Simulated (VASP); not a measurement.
CoSn: single point with PBE

The system is CoSn.

```
CELL_PARAMETERS angstrom
3.19759 0.00000 0.00000
-1.59879 2.76919 0.00000
0.00000 0.00000 3.76866
ATOMIC_POSITIONS crystal
Co 0.00000 0.00000 0.00000
Sn 0.66667 0.33333 0.50000
```

| Item | Value |
| --- | --- |
| Program | VASP 6.6.1 |
| Task | single point |
| Functional | PBE |
| Potentials or basis | VASP PAW PBE potentials, release 64 (Co, Sn_d) |
| Cutoff | 520 eV |
| k mesh | 9 × 9 × 6 |
| Occupations | gaussian, width 0.1 eV |
| Spin | collinear spin, ferromagnetic start |
| Starting moments | [0.66, 0.0] μB |

| Item | Value |
| --- | --- |
| Pressure | -0.1 GPa |
| Net moment | 0.57 μB per cell |
| Site moments | Co +0.62; Sn -0.02 μB |
| Valence electrons inside the program's atomic spheres | Co 8.17; Sn 12.42 |

Stress tensor (GPa, compression positive):
```
 0.02  0.00  0.00
 0.00  0.02  0.00
 0.00  0.00 -0.41
```

Levels at points of the mesh, in eV from the Fermi level:
Spin up:
```tsv
k point	band 10	band 11	band 12	band 13	band 14	band 15
(0.00, 0.00, 0.00)	-1.12	-1.12	-0.87	4.17	7.81	7.81
(0.00, 0.00, 0.50)	-1.42	-1.30	-1.30	8.79	8.79	11.20
```
Spin down:
```
           k point  band 9  band 10  band 11  band 12  band 13  band 14
(0.00, 0.00, 0.00)   -0.99    -0.89    -0.69    -0.69     4.39     7.87
(0.00, 0.00, 0.50)   -0.88    -0.88    -0.75    -0.75     8.78     8.78
```

Wall time 82 s on 1 thread of Intel Xeon 8259CL (shared host), peak memory 0.19 GiB.

Caveat: spin-orbit coupling is left out, which moves the levels of the heavy elements.
